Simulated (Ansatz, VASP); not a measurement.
## One calculation of CdSe, two programs

The input INCAR:

```
SYSTEM = CdSe
PREC     = Accurate       ! precision mode
ENCUT    = 520            ! plane-wave cutoff, eV
EDIFF    = 1E-6           ! SCF threshold, eV
ISMEAR   = -1             ! smearing method
SIGMA    = 0.05           ! smearing width, eV
LREAL    = .FALSE.        ! projectors in reciprocal space
LASPH    = .TRUE.         ! aspherical terms in the spheres
NELM     = 60             ! most SCF steps
ALGO     = Normal         ! electronic algorithm
ISIF     = 2              ! what is computed and relaxed
LWAVE    = .FALSE.        ! write WAVECAR
LCHARG   = .FALSE.        ! write CHGCAR
GGA      = PS             ! functional
NBANDS   = 16             ! bands
```

KPOINTS

```
regular mesh
0
G
  11 11 11
  0 0 0
```

File POSCAR:

```
CdSe
1.0
    0.0000000000      2.8546691101      2.8546691101
    2.8546691101      0.0000000000      2.8546691101
    2.8546691101      2.8546691101      0.0000000000
Cd Se
1 1
Direct
    0.0000000000      0.0000000000      0.0000000000
    0.5000000000      0.5000000000      0.5000000000
```

Input for Ansatz:

```yaml
crystal:
  lattice:
    - [0.0, 2.8546691101, 2.8546691101]
    - [2.8546691101, 0.0, 2.8546691101]
    - [2.8546691101, 2.8546691101, 0.0]
  atoms:
    - { symbol: Cd, position: [0.0, 0.0, 0.0] }
    - { symbol: Se, position: [0.5, 0.5, 0.5] }
kpoints:
  mp_grid: { grid: [11, 11, 11] }
scf:
  occupations: { method: fermi_dirac, width: 0.05 }
hamiltonian:
  xc: pbesol
  pseudopotentials: { kind: all_electron, lapw: { basis_error: 0.0005 } }
output:
  forces: true
  stress: true
  eigenvalues: true
```

Change from the starting cell: volume scaled by 0.98.

Alike in both runs: task single point; functional PBEsol; k mesh 11 × 11 × 11; occupations fermi-dirac, width 0.05 eV; no spin polarisation.

```csv
,VASP,Ansatz
version,VASP 6.6.1,Ansatz 0.2.0
potentials or method,"VASP PAW PBE potentials, release 64 (Cd, Se), cutoff 520 eV","all-electron LAPW, scalar-relativistic"
```

VASP gave:

```
pressure (GPa) : -2.4
```

Question: What did Ansatz give for the same quantities?

Answer: Pressure (GPa): -2.8.

VASP's potentials were made for PBE, not for PBEsol. Ansatz ran all-electron here, and VASP with PAW potentials.
